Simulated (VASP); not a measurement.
# C in VASP: notebook

The runs below take C through single point, with PBE+D3(BJ).

All numbers are computed with VASP 6.6.1; they aren't measurements. Logs are shortened: lines on timing, memory, paths and dates and some standing lists are left out, and cuts for length are marked.

**1. The cell of the first run**

The cell holds a slab with vacuum, 2 atoms: a = 2.416 Å, b = 2.416 Å, c = 26.003 Å, α = 90.00°, β = 90.00°, γ = 120.00°.

**2. Single point, PBE+D3(BJ) (biaxial strain -0.020, then relaxed in part)**

Input file INCAR:

```
SYSTEM = C
PREC = Accurate ; ENCUT = 520
EDIFF = 1E-7 ; ISMEAR = 0
SIGMA = 0.1 ; LREAL = .FALSE.
LASPH = .TRUE. ; NELM = 100
ALGO = Normal ; ISIF = 2
LWAVE = .FALSE. ; LCHARG = .FALSE.
LDIPOL = .TRUE. ; IDIPOL = 3
DIPOL = 0.5 0.5 0.500 ; GGA = PE
IVDW = 12 ; NBANDS = 11
```

Input file KPOINTS:

```
Automatic mesh
0
G
  18 18 1
  0 0 0
```

Input file POSCAR:

```
C
1.0
    2.4164046574      0.0000000000      0.0000000000
   -1.2082023287      2.0926678192      0.0000000000
    0.0000000000      0.0000000000     26.0032200122
C
2
Direct
    0.6666666667      0.3333333333      0.5000000000
    0.3333333333      0.6666666667      0.5000000000
```

Potentials or basis: VASP PAW PBE potentials, release 64 (C).

Command:

```sh
cat potpaw_PBE.64/C/POTCAR > POTCAR
mpirun -np 1 vasp_std > vasp.out
```

OUTCAR:

```text
SYSTEM = C
   PREC = Accurate
   ENCUT = 520
   EDIFF = 1E-7
   ISMEAR = 0
   LREAL = .FALSE.
   LASPH = .TRUE.
   NELM = 100
   ISIF = 2
   GGA = PE
   IVDW = 12
 IVDW          = 12

 ion  position               nearest neighbor table
   1  0.667  0.333  0.500-   2 1.40   2 1.40   2 1.40
   2  0.333  0.667  0.500-   1 1.40   1 1.40   1 1.40

  LATTYP: Found a hexagonal cell.
 ALAT       =     2.4164046574
 C/A-ratio  =    10.7611198036

  Lattice vectors:

 A1 = (   2.4164046574,   0.0000000000,   0.0000000000)
 A2 = (  -1.2082023287,   2.0926678192,   0.0000000000)
 A3 = (   0.0000000000,   0.0000000000,  26.0032200122)

Analysis of symmetry for initial positions (statically):
=====================================================================
 Subroutine PRICEL returns:
 Original cell was already a primitive cell.

 Routine SETGRP: Setting up the symmetry group for a
 hexagonal supercell.

 Subroutine GETGRP returns: Found 24 space group operations
 (whereof 24 operations were pure point group operations)
 out of a pool of 24 trial point group operations.

The static configuration has the point symmetry D_6h.

Analysis of symmetry for dynamics (positions and initial velocities):
=====================================================================
 Subroutine PRICEL returns:
 Original cell was already a primitive cell.

 Routine SETGRP: Setting up the symmetry group for a
 hexagonal supercell.

 Subroutine GETGRP returns: Found 24 space group operations
 (whereof 24 operations were pure point group operations)
 out of a pool of 24 trial point group operations.

The dynamic configuration has the point symmetry D_6h.

 Subroutine INISYM returns: Found 24 space group operations
 (whereof 24 operations are pure point group operations),
 and found     1 'primitive' translations

----------------------------------------------------------------------------------------

                                     Primitive cell

  volume of cell :     131.4913

  direct lattice vectors                    reciprocal lattice vectors
     2.416404657  0.000000000  0.000000000     0.413837971  0.238929464  0.000000000
    -1.208202329  2.092667819  0.000000000     0.000000000  0.477858928  0.000000000
     0.000000000  0.000000000 26.003220012     0.000000000  0.000000000  0.038456776

  length of vectors
     2.416404657  2.416404657 26.003220012     0.477858928  0.477858928  0.038456776

  position of ions in fractional coordinates (direct lattice)
     0.666666667  0.333333333  0.500000000
     0.333333333  0.666666667  0.500000000

  ion indices of the primitive-cell ions
   primitive index   ion index
                 1           1
                 2           2

----------------------------------------------------------------------------------------

 KPOINTS: Automatic mesh

Automatic generation of k-mesh.
 Grid dimensions read from file:
 generate k-points for:   18   18    1

 Generating k-lattice:

  Cartesian coordinates                     Fractional coordinates (reciprocal lattice)
     0.022990998  0.013273859  0.000000000     0.055555556 -0.000000000  0.000000000
     0.000000000  0.026547718  0.000000000     0.000000000  0.055555556  0.000000000
     0.000000000  0.000000000  0.038456776     0.000000000  0.000000000  1.000000000

  Length of vectors
     0.026547718  0.026547718  0.038456776

  Shift w.r.t. Gamma in fractional coordinates (k-lattice)
     0.000000000  0.000000000  0.000000000

 Subroutine IBZKPT returns following result:
 ===========================================

 Found     37 irreducible k-points:

 Following reciprocal coordinates:
            Coordinates               Weight
  0.000000  0.000000  0.000000      1.000000
  0.055556  0.000000  0.000000      6.000000
  0.111111  0.000000  0.000000      6.000000
  0.166667  0.000000  0.000000      6.000000
  0.222222  0.000000  0.000000      6.000000
  0.277778 -0.000000  0.000000      6.000000
[... 16 lines left out ...]
  0.333333  0.111111  0.000000     12.000000
  0.388889  0.111111  0.000000     12.000000
 [... further k-points ...]
   k-points           NKPTS =     37   k-points in BZ     NKDIM =     37   number of bands    NBANDS=     11
   number of dos      NEDOS =    301   number of ions     NIONS =      2
   total plane-waves  NPLWV =  63504
   dimension x,y,z NGX =    18 NGY =   18 NGZ =  196
   dimension x,y,z NGXF=    36 NGYF=   36 NGZF=  392
   ions per type =               2
   NGX,Y,Z   is equivalent  to a cutoff of  12.38, 12.38, 12.53 a.u.
   NGXF,Y,Z  is equivalent  to a cutoff of  24.77, 24.77, 25.06 a.u.
 SYSTEM =  C
   PREC   = accura    normal or accurate (medium, high low for compatibility)
   ISTART =      0    job   : 0-new  1-cont  2-samecut
   ICHARG =      2    charge: 1-file 2-atom 10-const
   ISPIN  =      1    spin polarized calculation?
   LNONCOLLINEAR =      F non collinear calculations
   LSORBIT =      F    spin-orbit coupling
   LASPH  =      T    aspherical Exc in radial PAW
   ENCUT  =  520.0 eV  38.22 Ry    6.18 a.u.   4.49  4.49 48.35*2*pi/ulx,y,z
   NELM   =    100;   NELMIN=  2; NELMDL= -5     # of ELM steps
   EDIFF  = 0.1E-06   stopping-criterion for ELM
   LREAL  =      F    real-space projection
   EDIFFG = 0.1E-05   stopping-criterion for IOM
   NSW    =      0    number of steps for IOM
   IBRION =     -1    ionic relax: 0-MD 1-quasi-New 2-CG
   NFREE  =      0    steps in history (QN), initial steepest desc. (CG)
   ISIF   =      2    stress and relaxation
   ISYM   =      2    0-nonsym 1-usesym 2-fastsym
   POTIM  = 0.5000    time-step for ionic-motion
   TEBEG  =    0.0;   TEEND  =   0.0 temperature during run
   PSTRESS=    0.0 pullay stress
   NELECT =       8.0000    total number of electrons
   NUPDOWN=      -1.0000    fix difference up-down
   EMIN   =  10.00;   EMAX   =-10.00  energy-range for DOS
   EFERMI =   0.00;   METHOD = LEGACY
   ISMEAR =     0;   SIGMA  =   0.10  broadening in eV -4-tet -1-fermi 0-gaus
   EFERMI_NEDOS =   21; number of points for ismear=-14 and -15
   IALGO  =     38    algorithm
   IMIX   =      4    mixing-type and parameters
     AMIX     =   0.40;   BMIX     =  1.00
     AMIX_MAG =   1.60;   BMIX_MAG =  1.00
  volume/ion in A,a.u.               =      65.75       443.67
  Fermi-wavevector in a.u.,A,eV,Ry     =   0.643881  1.216759  5.640745  0.414583
  Thomas-Fermi vector in A             =   1.711027
   LORBIT       =      0    0 simple, 1 ext, 2 COOP (PROOUT), +10 PAW based schemes
   GGA     = PE    functional components
   LHFCALC =     F    Hartree Fock is set to
   AEXX    =    0.0000 exact exchange contribution
   IVDW    =    12    specifies the selected vdW correction
   LEPSILON=     F    determine dielectric tensor
   LRPA    =     F    only Hartree local field effects (RPA)
 non-spin polarized calculation
 Gauss-broadening in eV      SIGMA  =   0.10
  energy-cutoff  :      520.00
  volume of cell :      131.49
 maximum number of plane-waves:      3609
 NGX is ok and might be reduce to    18
   NGX =  9   NGY =  9   NGZ = 97

 number of electron       8.0000000 magnetization

 dipolmoment           0.000000      0.000000     -0.000000 electrons x Angstroem

 Free energy of the ion-electron system (eV)
  ---------------------------------------------------
  ext. energy  EPLUGINS =         0.00000000
  ---------------------------------------------------
  free energy    TOTEN  =       -18.38733510 eV

  energy without entropy =      -18.38663857  energy(sigma->0) =      -18.38698684

 E-fermi :  -2.8846     XC(G=0):  -1.6837

 val. band max:       -2.8845943091   @ k =   0.3333   0.3333   0.0000
 cond. band min:      -2.8845943039   @ k =   0.3333   0.3333   0.0000
 fundamental gap:      0.0000000052
 Fermi energy:        -2.8845943068

 k-point     1 :       0.0000    0.0000    0.0000
  band No.  band energies     occupation
      1     -22.9016      2.00000
      2     -10.9212      2.00000
      3      -5.9018      2.00000
      4      -5.9018      2.00000
      5       0.1867      0.00000
      6       0.9722      0.00000
      7       1.2452      0.00000
      8       1.7092      0.00000
      9       1.9878      0.00000
     10       2.8951      0.00000
     11       3.2942      0.00000

 k-point     2 :       0.0556    0.0000    0.0000
  band No.  band energies     occupation
      1     -22.8260      2.00000
      2     -10.8297      2.00000
      3      -6.2065      2.00000
      4      -6.0686      2.00000
      5       0.2896      0.00000
      6       1.0769      0.00000
      7       1.3511      0.00000
      8       1.8146      0.00000
      9       2.0931      0.00000
     10       3.0001      0.00000
     11       3.3987      0.00000

 k-point     3 :       0.1111    0.0000    0.0000
  band No.  band energies     occupation
      1     -22.5996      2.00000
      2     -10.5562      2.00000
      3      -7.0452      2.00000
      4      -6.5108      2.00000
      5       0.5985      0.00000
      6       1.3907      0.00000
      7       1.6688      0.00000
      8       2.1306      0.00000
      9       2.4090      0.00000
     10       3.3148      0.00000
     11       3.7122      0.00000
[... 267 lines left out ...]
 k-point    23 :       0.3333    0.1111    0.0000
  band No.  band energies     occupation
      1     -19.0665      2.00000
      2     -14.0261      2.00000
      3     -10.0879      2.00000
      4      -6.5063      2.00000
      5       0.5894      0.00000
      6       5.5088      0.00000
      7       6.3662      0.00000
      8       6.5092      0.00000
      9       6.7543      0.00000
     10       7.1698      0.00000
     11       7.4693      0.00000

 k-point    24 :       0.3889    0.1111    0.0000
  band No.  band energies     occupation
      1     -18.0236      2.00000
      2     -15.3785      2.00000
      3     -10.3211      2.00000
      4      -5.5547      2.00000
      5      -0.6753      0.00000
      6       6.3796      0.00000
      7       7.0576      0.00000
      8       7.8649      0.00000
      9       8.3396      0.00000
     10       8.7243      0.00000
     11       9.0402      0.00000

 [... further k-points ...]

------------------------ aborting loop because EDIFF is reached ----------------------------------------

 vacuum level on the upper side and lower side of the slab       (xc-potential included)        -0.010        -0.010

 Edisp (eV)   -0.17674

 E8    (eV) :    -0.0553

  FORCE on cell =-STRESS in cart. coord.  units (eV):
  Direction    XX          YY          ZZ          XY          YZ          ZX
  --------------------------------------------------------------------------------------
  -------------------------------------------------------------------------------------
  Total       3.08916     3.08916    -0.01171    -0.00000    -0.00000    -0.00000
  in kB      37.64042    37.64042    -0.14265    -0.00000    -0.00000    -0.00000
  external pressure =       25.05 kB  Pullay stress =        0.00 kB

 VOLUME and BASIS-vectors are now :
 -----------------------------------------------------------------------------
  energy-cutoff  :      520.00
  volume of cell :      131.49
      direct lattice vectors                 reciprocal lattice vectors
     2.416404657  0.000000000  0.000000000     0.413837971  0.238929464  0.000000000
    -1.208202329  2.092667819  0.000000000     0.000000000  0.477858928  0.000000000
     0.000000000  0.000000000 26.003220012     0.000000000  0.000000000  0.038456776

 POSITION                                       TOTAL-FORCE (eV/Angst)
 -----------------------------------------------------------------------------------
      1.20820      0.69756     13.00161        -0.000000     -0.000000      0.000000
     -0.00000      1.39511     13.00161         0.000000      0.000000      0.000000
 -----------------------------------------------------------------------------------
    total drift:                                0.000000     -0.000000     -0.000000

  FREE ENERGIE OF THE ION-ELECTRON SYSTEM (eV)
  ---------------------------------------------------
  free  energy   TOTEN  =       -18.5640733316 eV

  energy  without entropy=      -18.5633768012  energy(sigma->0) =      -18.56372507

 vacuum level on the upper side and lower side of the slab         1.164         1.164
```

It took 42 s on 1 thread of Intel Xeon 6975P-C (Granite Rapids), shared host; peak memory 0.25 GiB.

Results:

| Quantity | Value |
| --- | --- |
| Free energy | -18.5641 eV |
| Band gap on the k mesh | zero (filled and empty bands touch) |
| Dispersion energy per atom | -0.088 eV |

Caveat: the cell differs from its parent crystal (biaxial strain -0.020, then relaxed in part).

**3. Single point, PBE+D3(BJ) (biaxial strain +0.020, then relaxed in part)**

Input file INCAR:

```
PREC = Accurate ; ENCUT = 520
EDIFF = 1E-6 ; ISMEAR = 0
SIGMA = 0.1 ; LREAL = False
LASPH = True ; NELM = 60
ALGO = Normal ; ISIF = 2
LWAVE = False ; LCHARG = False
LDIPOL = True ; IDIPOL = 3
DIPOL = 0.5 0.5 0.500 ; GGA = PE
IVDW = 12 ; NBANDS = 11
```

Input file KPOINTS:

```
Automatic mesh
0
Gamma
  18 18 1
```

Input file POSCAR:

```
C
1.0
    2.5150334189      0.0000000000      0.0000000000
   -1.2575167094      2.1780828322      0.0000000000
    0.0000000000      0.0000000000     26.0032200122
C
2
Direct
    0.6666666667      0.3333333333      0.5000000000
    0.3333333333      0.6666666667      0.5000000000
```

Potentials or basis: VASP PAW PBE potentials, release 64 (C).

Command:

```sh
cat potpaw_PBE.64/C/POTCAR > POTCAR
mpirun -np 1 vasp_std > vasp.out
```

It took 46 s on 1 thread of Intel Xeon 6975P-C (Granite Rapids), shared host; peak memory 0.26 GiB.

The run converged. Its results:

```
Free energy                : -18.5778 eV
Band gap on the k mesh     : zero (filled and empty bands touch)
Dispersion energy per atom : -0.087 eV
```

Levels at points of the mesh, in eV from the Fermi level:
```
           k point  band 1  band 2  band 3  band 4  band 5  band 6  band 7  band 8
(0.00, 0.00, 0.00)  -19.05   -7.23   -3.06   -3.06    3.44    4.20    4.47    4.93
(0.50, 0.00, 0.00)  -14.07  -12.87   -6.26   -2.25    1.65    6.80   10.97   11.13
```

Caveat: the cell differs from its parent crystal (biaxial strain +0.020, then relaxed in part).

**4. Single point, PBE+D3(BJ) (biaxial strain +0.040, then relaxed in part)**

Input file INCAR:

```
PREC     = Accurate       # precision mode
ENCUT    = 520            # plane-wave cutoff, eV
EDIFF    = 1E-6           # SCF threshold, eV
ISMEAR   = 0              # smearing method
SIGMA    = 0.1            # smearing width, eV
LREAL    = False          # projectors in reciprocal space
LASPH    = True           # aspherical terms in the spheres
NELM     = 100            # most SCF steps
ALGO     = Normal         # electronic algorithm
ISIF     = 2              # what is computed and relaxed
LWAVE    = False          # write WAVECAR
LCHARG   = False          # write CHGCAR
LDIPOL   = True         
IDIPOL   = 3            
DIPOL    = 0.5 0.5 0.500
GGA      = PE             # functional
IVDW     = 12             # dispersion correction
NBANDS   = 11             # bands
```

Input file KPOINTS:

```
regular mesh
0
Gamma
  18 18 1
```

Input file POSCAR:

```
C
1.0
    2.5643477997      0.0000000000      0.0000000000
   -1.2821738998      2.2207903387      0.0000000000
    0.0000000000      0.0000000000     26.0032200122
C
2
Direct
    0.6666666667      0.3333333333      0.5000000000
    0.3333333333      0.6666666667      0.5000000000
```

Command:

```sh
cat potpaw_PBE.64/C/POTCAR > POTCAR
mpirun -np 1 vasp_std > vasp.out
```

It took 40 s on 1 thread of Intel Xeon 6975P-C (Granite Rapids), shared host; peak memory 0.26 GiB.

Results (log left out):

```yaml
Free_energy: -18.4324 eV
Band_gap_on_the_k_mesh: zero (filled and empty bands touch)
Dispersion_energy_per_atom: -0.085 eV
```

Levels at points of the mesh, in eV from the Fermi level:
```
           k point  band 1  band 2  band 3  band 4  band 5  band 6  band 7  band 8  band 9
(0.00, 0.00, 0.00)  -18.60   -6.86   -3.07   -3.07    3.61    4.35    4.62    5.09    5.38
(0.50, 0.00, 0.00)  -13.87  -12.52   -6.09   -2.14    1.62    6.26   10.84   11.00   11.58
```

Caveat: the cell differs from its parent crystal (biaxial strain +0.040, then relaxed in part).

**5. Overview**

| cell | gap on the mesh (eV) |
| --- | --- |
| a = 2.416, b = 2.416, c = 26.003 Å, angles 90.0, 90.0, 120.0°, 2 atoms | none |
| a = 2.515, b = 2.515, c = 26.003 Å, angles 90.0, 90.0, 120.0°, 2 atoms | none |
| a = 2.564, b = 2.564, c = 26.003 Å, angles 90.0, 90.0, 120.0°, 2 atoms | none |

Alike in all rows: task single point; level PBE+D3(BJ); potentials or basis VASP PAW PBE potentials, release 64 (C); no spin polarisation; k mesh 18 × 18 × 1; cutoff (eV) 520; smearing gaussian 0.1 eV.

Absolute energies hang on the potentials; compare differences alone.
